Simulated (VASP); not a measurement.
# Al (Fm-3m) in VASP: single point with PBE

Aim: the single point of Al with PBE.

Everything below comes from runs of VASP 6.6.1. Logs are shortened: lines on timing, memory, paths and dates and some standing lists are left out, and cuts for length are marked.

## (1) The cell of the first run

The structure is cubic, space group Fm-3m (No. 225). The conventional cell has a = 4.043 Å, b = 4.043 Å, c = 4.043 Å, α = 90.00°, β = 90.00°, γ = 90.00°. Al (site symmetry m-3m) has 12 Al at 2.86 Å within 3.8 Å.

## (2) Single point, PBE

The input, INCAR:

```
PREC = Accurate
ENCUT = 520
EDIFF = 1E-6
ISMEAR = -1
SIGMA = 0.13605693000000002
LREAL = F
LASPH = T
NELM = 80
ALGO = Normal
ISIF = 2
LWAVE = F
LCHARG = F
GGA = PE
NBANDS = 8
```

The input, KPOINTS:

```
Automatic mesh
0
Gamma
  14 14 14
```

The input, POSCAR:

```
Al
1.0
    0.0000000000      2.0217215661      2.0217215661
    2.0217215661      0.0000000000      2.0217215661
    2.0217215661      2.0217215661      0.0000000000
Al
1
Direct
    0.0000000000      0.0000000000      0.0000000000
```

Potentials or basis: VASP PAW PBE potentials, release 64 (Al).

Command:

```
$ cat potpaw_PBE.64/Al/POTCAR > POTCAR
$ mpirun -np 1 vasp_std > vasp.out
```

OUTCAR:

```text
PREC = Accurate
   ENCUT = 520
   EDIFF = 1E-6
   ISMEAR = -1
   LREAL = F
   LASPH = T
   NELM = 80
   ISIF = 2
   GGA = PE

 ion  position               nearest neighbor table
   1  0.000  0.000  0.000-

  LATTYP: Found a face centered cubic cell.
 ALAT       =     4.0434431322

  Lattice vectors:

 A1 = (   0.0000000000,   2.0217215661,   2.0217215661)
 A2 = (   2.0217215661,   0.0000000000,   2.0217215661)
 A3 = (   2.0217215661,   2.0217215661,   0.0000000000)

Analysis of symmetry for initial positions (statically):
=====================================================================
 Subroutine PRICEL returns:
 Original cell was already a primitive cell.

 Routine SETGRP: Setting up the symmetry group for a
 face centered cubic supercell.

 Subroutine GETGRP returns: Found 48 space group operations
 (whereof 48 operations were pure point group operations)
 out of a pool of 48 trial point group operations.

The static configuration has the point symmetry O_h .

Analysis of symmetry for dynamics (positions and initial velocities):
=====================================================================
 Subroutine PRICEL returns:
 Original cell was already a primitive cell.

 Routine SETGRP: Setting up the symmetry group for a
 face centered cubic supercell.

 Subroutine GETGRP returns: Found 48 space group operations
 (whereof 48 operations were pure point group operations)
 out of a pool of 48 trial point group operations.

The dynamic configuration has the point symmetry O_h .

 Subroutine INISYM returns: Found 48 space group operations
 (whereof 48 operations are pure point group operations),
 and found     1 'primitive' translations

----------------------------------------------------------------------------------------

                                     Primitive cell

  volume of cell :      16.5270

  direct lattice vectors                    reciprocal lattice vectors
     0.000000000  2.021721566  2.021721566    -0.247313977  0.247313977  0.247313977
     2.021721566  0.000000000  2.021721566     0.247313977 -0.247313977  0.247313977
     2.021721566  2.021721566  0.000000000     0.247313977  0.247313977 -0.247313977

  length of vectors
     2.859146058  2.859146058  2.859146058     0.428360373  0.428360373  0.428360373

  position of ions in fractional coordinates (direct lattice)
     0.000000000  0.000000000  0.000000000

  ion indices of the primitive-cell ions
   primitive index   ion index
                 1           1

----------------------------------------------------------------------------------------

 KPOINTS: Automatic mesh

Automatic generation of k-mesh.
 Grid dimensions read from file:
 generate k-points for:   14   14   14

 Generating k-lattice:

  Cartesian coordinates                     Fractional coordinates (reciprocal lattice)
    -0.017665284  0.017665284  0.017665284     0.071428571  0.000000000  0.000000000
     0.017665284 -0.017665284  0.017665284     0.000000000  0.071428571  0.000000000
     0.017665284  0.017665284 -0.017665284     0.000000000  0.000000000  0.071428571

  Length of vectors
     0.030597169  0.030597169  0.030597169

  Shift w.r.t. Gamma in fractional coordinates (k-lattice)
     0.000000000  0.000000000  0.000000000

 Subroutine IBZKPT returns following result:
 ===========================================

 Found    104 irreducible k-points:

 Following reciprocal coordinates:
            Coordinates               Weight
  0.000000  0.000000  0.000000      1.000000
  0.071429  0.000000  0.000000      8.000000
  0.142857  0.000000  0.000000      8.000000
  0.214286  0.000000  0.000000      8.000000
  0.285714  0.000000  0.000000      8.000000
  0.357143  0.000000  0.000000      8.000000
[... 16 lines left out ...]
  0.214286  0.142857  0.000000     24.000000
  0.285714  0.142857  0.000000     24.000000
 [... further k-points ...]
   k-points           NKPTS =    104   k-points in BZ     NKDIM =    104   number of bands    NBANDS=      8
   number of dos      NEDOS =    301   number of ions     NIONS =      1
   total plane-waves  NPLWV =  13824
   dimension x,y,z NGX =    24 NGY =   24 NGZ =   24
   dimension x,y,z NGXF=    48 NGYF=   48 NGZF=   48
   ions per type =               1
   NGX,Y,Z   is equivalent  to a cutoff of  13.95, 13.95, 13.95 a.u.
   NGXF,Y,Z  is equivalent  to a cutoff of  27.91, 27.91, 27.91 a.u.
 SYSTEM =  unknown system
   PREC   = accura    normal or accurate (medium, high low for compatibility)
   ISTART =      0    job   : 0-new  1-cont  2-samecut
   ICHARG =      2    charge: 1-file 2-atom 10-const
   ISPIN  =      1    spin polarized calculation?
   LNONCOLLINEAR =      F non collinear calculations
   LSORBIT =      F    spin-orbit coupling
   LASPH  =      T    aspherical Exc in radial PAW
   ENCUT  =  520.0 eV  38.22 Ry    6.18 a.u.   5.32  5.32  5.32*2*pi/ulx,y,z
   NELM   =     80;   NELMIN=  2; NELMDL= -5     # of ELM steps
   EDIFF  = 0.1E-05   stopping-criterion for ELM
   LREAL  =      F    real-space projection
   EDIFFG = 0.1E-04   stopping-criterion for IOM
   NSW    =      0    number of steps for IOM
   IBRION =     -1    ionic relax: 0-MD 1-quasi-New 2-CG
   NFREE  =      0    steps in history (QN), initial steepest desc. (CG)
   ISIF   =      2    stress and relaxation
   ISYM   =      2    0-nonsym 1-usesym 2-fastsym
   POTIM  = 0.5000    time-step for ionic-motion
   TEBEG  =    0.0;   TEEND  =   0.0 temperature during run
   PSTRESS=    0.0 pullay stress
   NELECT =       3.0000    total number of electrons
   NUPDOWN=      -1.0000    fix difference up-down
   EMIN   =  10.00;   EMAX   =-10.00  energy-range for DOS
   EFERMI =   0.00;   METHOD = LEGACY
   ISMEAR =    -1;   SIGMA  =   0.14  broadening in eV -4-tet -1-fermi 0-gaus
   EFERMI_NEDOS =   21; number of points for ismear=-14 and -15
   IALGO  =     38    algorithm
   IMIX   =      4    mixing-type and parameters
     AMIX     =   0.40;   BMIX     =  1.00
     AMIX_MAG =   1.60;   BMIX_MAG =  1.00
  volume/ion in A,a.u.               =      16.53       111.53
  Fermi-wavevector in a.u.,A,eV,Ry     =   0.926938  1.751658 11.690311  0.859214
  Thomas-Fermi vector in A             =   2.052954
   LORBIT       =      0    0 simple, 1 ext, 2 COOP (PROOUT), +10 PAW based schemes
   GGA     = PE    functional components
[... 5 lines left out ...]
 non-spin polarized calculation
  energy-cutoff  :      520.00
  volume of cell :       16.53
 maximum number of plane-waves:       459
 NGX is ok and might be reduce to    24
   NGX = 11   NGY = 11   NGZ = 11

 number of electron       3.0000000 magnetization

 Free energy of the ion-electron system (eV)
  ---------------------------------------------------
  ext. energy  EPLUGINS =         0.00000000
  ---------------------------------------------------
  free energy    TOTEN  =        -3.75285358 eV

  energy without entropy =       -3.72458476  energy(sigma->0) =       -3.73871917

 E-fermi :   7.9747     XC(G=0): -10.1909

 val. band max:        7.9457125082   @ k =  -0.3571   0.4286   0.2143
 cond. band min:       7.9961847446   @ k =   0.5000   0.2857   0.0000
 fundamental gap:      0.0504722364
 Fermi energy:         7.9747444527

 k-point     1 :       0.0000    0.0000    0.0000
  band No.  band energies     occupation
      1      -3.1403      2.00000
      2      20.5929      0.00000
      3      20.5929      0.00000
      4      20.5929      0.00000
      5      22.0721      0.00000
      6      22.0721      0.00000
      7      22.0721      0.00000
      8      24.4366      0.00000

 k-point     2 :       0.0714    0.0000    0.0000
  band No.  band energies     occupation
      1      -3.0018      2.00000
      2      18.4531      0.00000
      3      20.1333      0.00000
      4      20.1333      0.00000
      5      22.7192      0.00000
      6      22.7453      0.00000
      7      22.7453      0.00000
      8      25.8323      0.00000

 k-point     3 :       0.1429    0.0000    0.0000
  band No.  band energies     occupation
      1      -2.5870      2.00000
      2      15.5697      0.00000
      3      19.4987      0.00000
      4      19.4987      0.00000
      5      22.6310      0.00000
      6      23.8701      0.00000
      7      23.8701      0.00000
      8      25.3599      0.00000

 k-point     4 :       0.2143    0.0000    0.0000
  band No.  band energies     occupation
      1      -1.8984      2.00000
      2      12.7616      0.00000
      3      19.0321      0.00000
      4      19.0321      0.00000
      5      22.4049      0.00000
      6      23.3666      0.00000
      7      23.3666      0.00000
      8      25.9954      0.00000

 k-point     5 :       0.2857    0.0000    0.0000
  band No.  band energies     occupation
      1      -0.9398      2.00000
      2      10.1239      0.00000
      3      18.7812      0.00000
      4      18.7812      0.00000
      5      22.0988      0.00000
      6      22.0988      0.00000
      7      22.2798      0.00000
      8      26.0931      0.00000
[... 177 lines left out ...]
 k-point    22 :       0.1429    0.1429    0.0000
  band No.  band energies     occupation
      1      -2.4030      2.00000
      2      17.4878      0.00000
      3      17.4878      0.00000
      4      17.6977      0.00000
      5      20.6427      0.00000
      6      21.6776      0.00000
      7      26.2129      0.00000
      8      26.2129      0.00000

 k-point    23 :       0.2143    0.1429    0.0000
  band No.  band energies     occupation
      1      -1.8983      2.00000
      2      14.9423      0.00000
      3      16.8276      0.00000
      4      18.0638      0.00000
      5      19.8807      0.00000
      6      20.8791      0.00000
      7      26.7178      0.00000
      8      27.0270      0.00000

 k-point    24 :       0.2857    0.1429    0.0000
  band No.  band energies     occupation
      1      -1.1219      2.00000
      2      12.2618      0.00000
      3      16.4022      0.00000
      4      17.9356      0.00000
      5      18.3545      0.00000
      6      22.2316      0.00000
      7      26.1490      0.00000
      8      26.7163      0.00000

 [... further k-points ...]

------------------------ aborting loop because EDIFF is reached ----------------------------------------

  FORCE on cell =-STRESS in cart. coord.  units (eV):
  Direction    XX          YY          ZZ          XY          YZ          ZX
  --------------------------------------------------------------------------------------
  -------------------------------------------------------------------------------------
  Total       -0.0204748     -0.0204748     -0.0204748      0.0000000      0.0000000     -0.0000000
  in kB       -1.9848889     -1.9848889     -1.9848889      0.0000000      0.0000000     -0.0000000
  external PRESSURE =      -1.9848889 kB  Pullay stress =       0.0000000 kB

 VOLUME and BASIS-vectors are now :
 -----------------------------------------------------------------------------
  energy-cutoff  :      520.00
  volume of cell :       16.53
      direct lattice vectors                 reciprocal lattice vectors
     0.000000000  2.021721566  2.021721566    -0.247313977  0.247313977  0.247313977
     2.021721566  0.000000000  2.021721566     0.247313977 -0.247313977  0.247313977
     2.021721566  2.021721566  0.000000000     0.247313977  0.247313977 -0.247313977

 POSITION                                       TOTAL-FORCE (eV/Angst)
 -----------------------------------------------------------------------------------
      0.00000      0.00000      0.00000        -0.000000      0.000000     -0.000000
 -----------------------------------------------------------------------------------
    total drift:                               -0.000000      0.000000      0.000000

  FREE ENERGIE OF THE ION-ELECTRON SYSTEM (eV)
  ---------------------------------------------------
  free  energy   TOTEN  =        -3.7528535796 eV

  energy  without entropy=       -3.7245847598  energy(sigma->0) =       -3.73871917
```

It took 17 s on 1 thread of AMD EPYC 7R13 (Zen 3), shared host; peak memory 0.1 GiB.

What came out:

```yaml
Free_energy: -3.7529 eV
Pressure: -0.2 GPa
```
